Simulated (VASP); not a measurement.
# Al (Fm-3m) in VASP: a series of runs

The runs below take Al through single point, with r2SCAN.

All numbers are computed with VASP 6.6.1; they aren't measurements. Logs are shortened: lines on timing, memory, paths and dates and some standing lists are left out, and cuts for length are marked.

## 1. The cell of the first run

It takes space group Fm-3m (No. 225, cubic). Conventional cell: a = 4.121 Å, b = 4.121 Å, c = 4.121 Å, α = 90.00°, β = 90.00°, γ = 90.00°. Al (site symmetry m-3m) has 12 Al at 2.91 Å within 3.8 Å.

## 2. Single point, r2SCAN (volume scaled by 1.10)

The input, POSCAR:

```
Al
1.0
    0.0000000000      2.0604342856      2.0604342856
    2.0604342856      0.0000000000      2.0604342856
    2.0604342856      2.0604342856      0.0000000000
Al
1
Direct
    0.0000000000      0.0000000000      0.0000000000
```

The input, INCAR.step1:

```
SYSTEM = Al
ALGO = Normal
EDIFF = 1E-4
ENCUT = 520
GGA = PE
ISMEAR = 0
LASPH = .True.
LCHARG = .False.
LREAL = .False.
LWAVE = .True.
NBANDS = 8
NELM = 60
PREC = Accurate
SIGMA = 0.1
```

The input, INCAR.step2:

```
SYSTEM = Al
ALGO = Normal
EDIFF = 1E-7
ENCUT = 520
ISIF = 2
ISMEAR = 0
ISTART = 1
LASPH = .True.
LCHARG = .False.
LMIXTAU = .True.
LREAL = .False.
LWAVE = .False.
METAGGA = R2SCAN
NBANDS = 8
NELM = 60
PREC = Accurate
SIGMA = 0.1
```

The input, KPOINTS:

```
k-points
0
Gamma
  18 18 18
  0 0 0
```

Potentials or basis: VASP PAW PBE potentials, release 64 (Al).

Command:

```sh
$ cat potpaw_PBE.64/Al/POTCAR > POTCAR
$ cp INCAR.step1 INCAR
$ mpirun -np 1 vasp_std > vasp.out
$ cp INCAR.step2 INCAR
$ mpirun -np 1 vasp_std > vasp.out
```

OUTCAR:

```text
SYSTEM = Al
   EDIFF = 1E-7
   ENCUT = 520
   ISIF = 2
   ISMEAR = 0
   ISTART = 1
   LASPH = .True.
   LREAL = .False.
   METAGGA = R2SCAN
   NELM = 60
   PREC = Accurate

 ion  position               nearest neighbor table
   1  0.000  0.000  0.000-

  LATTYP: Found a face centered cubic cell.
 ALAT       =     4.1208685712

  Lattice vectors:

 A1 = (   0.0000000000,   2.0604342856,   2.0604342856)
 A2 = (   2.0604342856,   0.0000000000,   2.0604342856)
 A3 = (   2.0604342856,   2.0604342856,   0.0000000000)

Analysis of symmetry for initial positions (statically):
=====================================================================
 Subroutine PRICEL returns:
 Original cell was already a primitive cell.

 Routine SETGRP: Setting up the symmetry group for a
 face centered cubic supercell.

 Subroutine GETGRP returns: Found 48 space group operations
 (whereof 48 operations were pure point group operations)
 out of a pool of 48 trial point group operations.

The static configuration has the point symmetry O_h .

Analysis of symmetry for dynamics (positions and initial velocities):
=====================================================================
 Subroutine PRICEL returns:
 Original cell was already a primitive cell.

 Routine SETGRP: Setting up the symmetry group for a
 face centered cubic supercell.

 Subroutine GETGRP returns: Found 48 space group operations
 (whereof 48 operations were pure point group operations)
 out of a pool of 48 trial point group operations.

The dynamic configuration has the point symmetry O_h .

 Subroutine INISYM returns: Found 48 space group operations
 (whereof 48 operations are pure point group operations),
 and found     1 'primitive' translations

----------------------------------------------------------------------------------------

                                     Primitive cell

  volume of cell :      17.4947

  direct lattice vectors                    reciprocal lattice vectors
     0.000000000  2.060434286  2.060434286    -0.242667288  0.242667288  0.242667288
     2.060434286  0.000000000  2.060434286     0.242667288 -0.242667288  0.242667288
     2.060434286  2.060434286  0.000000000     0.242667288  0.242667288 -0.242667288

  length of vectors
     2.913894111  2.913894111  2.913894111     0.420312072  0.420312072  0.420312072

  position of ions in fractional coordinates (direct lattice)
[... 73 lines left out ...]
   LSORBIT =      F    spin-orbit coupling
   LASPH  =      T    aspherical Exc in radial PAW
   ENCUT  =  520.0 eV  38.22 Ry    6.18 a.u.   5.42  5.42  5.42*2*pi/ulx,y,z
   NELM   =     60;   NELMIN=  2; NELMDL=  0     # of ELM steps
   EDIFF  = 0.1E-06   stopping-criterion for ELM
   LREAL  =      F    real-space projection
   EDIFFG = 0.1E-05   stopping-criterion for IOM
   NSW    =      0    number of steps for IOM
   IBRION =     -1    ionic relax: 0-MD 1-quasi-New 2-CG
   NFREE  =      0    steps in history (QN), initial steepest desc. (CG)
   ISIF   =      2    stress and relaxation
   ISYM   =      2    0-nonsym 1-usesym 2-fastsym
   POTIM  = 0.5000    time-step for ionic-motion
   TEBEG  =    0.0;   TEEND  =   0.0 temperature during run
   PSTRESS=    0.0 pullay stress
   NELECT =       3.0000    total number of electrons
   NUPDOWN=      -1.0000    fix difference up-down
   EMIN   =  10.00;   EMAX   =-10.00  energy-range for DOS
   EFERMI =   0.00;   METHOD = LEGACY
   ISMEAR =     0;   SIGMA  =   0.10  broadening in eV -4-tet -1-fermi 0-gaus
   EFERMI_NEDOS =   21; number of points for ismear=-14 and -15
   IALGO  =     38    algorithm
   IMIX   =      4    mixing-type and parameters
     AMIX     =   0.40;   BMIX     =  1.00
     AMIX_MAG =   1.60;   BMIX_MAG =  1.00
  volume/ion in A,a.u.               =      17.49       118.06
  Fermi-wavevector in a.u.,A,eV,Ry     =   0.909522  1.718747 11.255148  0.827230
  Thomas-Fermi vector in A             =   2.033576
   LORBIT       =      0    0 simple, 1 ext, 2 COOP (PROOUT), +10 PAW based schemes
   METAGGA = R2SCAN    functional components
   LHFCALC =     F    Hartree Fock is set to
   AEXX    =    0.0000 exact exchange contribution
   IVDW    =     0    specifies the selected vdW correction
   LEPSILON=     F    determine dielectric tensor
   LRPA    =     F    only Hartree local field effects (RPA)
 non-spin polarized calculation
 Gauss-broadening in eV      SIGMA  =   0.10
  energy-cutoff  :      520.00
  volume of cell :       17.49
 maximum number of plane-waves:       495
 NGX is ok and might be reduce to    24
   NGX = 11   NGY = 11   NGZ = 11

 number of electron       3.0000000 magnetization

 Free energy of the ion-electron system (eV)
  ---------------------------------------------------
  ext. energy  EPLUGINS =         0.00000000
  ---------------------------------------------------
  free energy    TOTEN  =        -6.69582872 eV

  energy without entropy =       -6.69288718  energy(sigma->0) =       -6.69435795

 E-fermi :   7.4163     XC(G=0): -10.6904

 val. band max:        7.4145012095   @ k =  -0.3889   0.3889   0.0556
 cond. band min:       7.4276353387   @ k =  -0.4444   0.3333   0.1111
 fundamental gap:      0.0131341292
 Fermi energy:         7.4163452820

 k-point     1 :       0.0000    0.0000    0.0000
  band No.  band energies     occupation
      1      -4.0092      2.00000
      2      20.4193      0.00000
      3      20.4193      0.00000
      4      20.4193      0.00000
      5      21.8481      0.00000
      6      21.8481      0.00000
      7      21.8481      0.00000
      8      24.3674      0.00000
[... 243 lines left out ...]
 k-point    24 :      -0.2222    0.0556    0.0000
  band No.  band energies     occupation
      1      -2.3271      2.00000
      2      11.3727      0.00000
      3      16.9546      0.00000
      4      19.8791      0.00000
      5      21.6797      0.00000
      6      22.7647      0.00000
      7      23.2133      0.00000
      8      25.4670      0.00000

 [... further k-points ...]
[... 5 lines left out ...]
  --------------------------------------------------------------------------------------
  -------------------------------------------------------------------------------------
  Total       -0.7899200     -0.7899200     -0.7899200     -0.0000000      0.0000000     -0.0000000
  in kB      -72.3414833    -72.3414833    -72.3414833     -0.0000000      0.0000000     -0.0000000
  external PRESSURE =     -72.3414833 kB  Pullay stress =       0.0000000 kB

 VOLUME and BASIS-vectors are now :
 -----------------------------------------------------------------------------
  energy-cutoff  :      520.00
  volume of cell :       17.49
      direct lattice vectors                 reciprocal lattice vectors
     0.000000000  2.060434286  2.060434286    -0.242667288  0.242667288  0.242667288
     2.060434286  0.000000000  2.060434286     0.242667288 -0.242667288  0.242667288
     2.060434286  2.060434286  0.000000000     0.242667288  0.242667288 -0.242667288

 POSITION                                       TOTAL-FORCE (eV/Angst)
 -----------------------------------------------------------------------------------
      0.00000      0.00000      0.00000         0.000000      0.000000      0.000000
 -----------------------------------------------------------------------------------
    total drift:                               -0.000000      0.000000      0.000000

  FREE ENERGIE OF THE ION-ELECTRON SYSTEM (eV)
  ---------------------------------------------------
  free  energy   TOTEN  =        -6.6958287205 eV

  energy  without entropy=       -6.6928871790  energy(sigma->0) =       -6.69435795
```

OSZICAR.step1:

```text
N       E                     dE             d eps       ncg     rms          rms(c)
DAV:   1    -0.244065249495E+01   -0.24407E+01   -0.82281E+02  3136   0.201E+02
DAV:   2    -0.374566080794E+01   -0.13050E+01   -0.12718E+01  4392   0.180E+01
DAV:   3    -0.375304350384E+01   -0.73827E-02   -0.73798E-02  3968   0.147E+00
DAV:   4    -0.375306348927E+01   -0.19985E-04   -0.19985E-04  4896   0.667E-02
DAV:   5    -0.375306353179E+01   -0.42522E-07   -0.42540E-07  4024   0.172E-03    0.121E+00
DAV:   6    -0.374054626399E+01    0.12517E-01   -0.19361E-03  4208   0.208E-01    0.705E-01
DAV:   7    -0.373142592264E+01    0.91203E-02   -0.57538E-03  4000   0.338E-01    0.138E-01
DAV:   8    -0.373141901162E+01    0.69110E-05   -0.14532E-05  4096   0.273E-02
   1 F= -.37314190E+01 E0= -.37302086E+01  d E =-.242086E-02
```

Run time: 49 s. Hardware: 1 thread of Intel Xeon Platinum 8375C at 2.90GHz (Ice Lake), shared host; peak memory 0.15 GiB.

Results:

```yaml
Free_energy: -6.6958 eV
Pressure: -7.2 GPa
```

Caveat: the PAW data sets were made with another functional, which shifts forces and pressure a little.

## 3. Single point, r2SCAN (volume scaled by 0.94)

The input, POSCAR:

```
Al
1.0
    0.0000000000      1.9552568861      1.9552568861
    1.9552568861      0.0000000000      1.9552568861
    1.9552568861      1.9552568861      0.0000000000
Al
1
Direct
    0.0000000000      0.0000000000      0.0000000000
```

The input, INCAR.step1:

```
SYSTEM = Al
ALGO = Normal ; EDIFF = 1E-4
ENCUT = 520 ; GGA = PE
ISMEAR = 0 ; LASPH = .True.
LCHARG = .False. ; LREAL = .False.
LWAVE = .True. ; NBANDS = 8
NELM = 80 ; PREC = Accurate
SIGMA = 0.1
```

The input, INCAR.step2:

```
SYSTEM = Al
ALGO = Normal ; EDIFF = 1E-7
ENCUT = 520 ; ISIF = 2
ISMEAR = 0 ; ISTART = 1
LASPH = .True. ; LCHARG = .False.
LMIXTAU = .True. ; LREAL = .False.
LWAVE = .False. ; METAGGA = R2SCAN
NBANDS = 8 ; NELM = 80
PREC = Accurate ; SIGMA = 0.1
```

KPOINTS is that of step 2.

Potentials or basis: VASP PAW PBE potentials, release 64 (Al).

Command:

```sh
$ cat potpaw_PBE.64/Al/POTCAR > POTCAR
$ cp INCAR.step1 INCAR
$ mpirun -np 1 vasp_std > vasp.out
$ cp INCAR.step2 INCAR
$ mpirun -np 1 vasp_std > vasp.out
```

Wall time 51 s (1 thread of Intel Xeon Platinum 8488C (Sapphire Rapids), shared host); peak memory 0.14 GiB.

Results (log left out):

```yaml
Free_energy: -6.7208 eV
Pressure: 6.2 GPa
```

Levels at points of the mesh, in eV from the Fermi level:
```csv
k point,band 1,band 2,band 3,band 4,band 5
"(0.00, 0.00, 0.00)",-12.56,13.89,13.89,13.89,16.62
"(0.50, 0.00, 0.00)",-5.42,-4.68,12.56,12.56,13.46
"(0.50, 0.50, 0.00)",-3.40,-1.71,5.48,6.51,6.51
```

Caveat: the PAW data sets were made with another functional, which shifts forces and pressure a little.
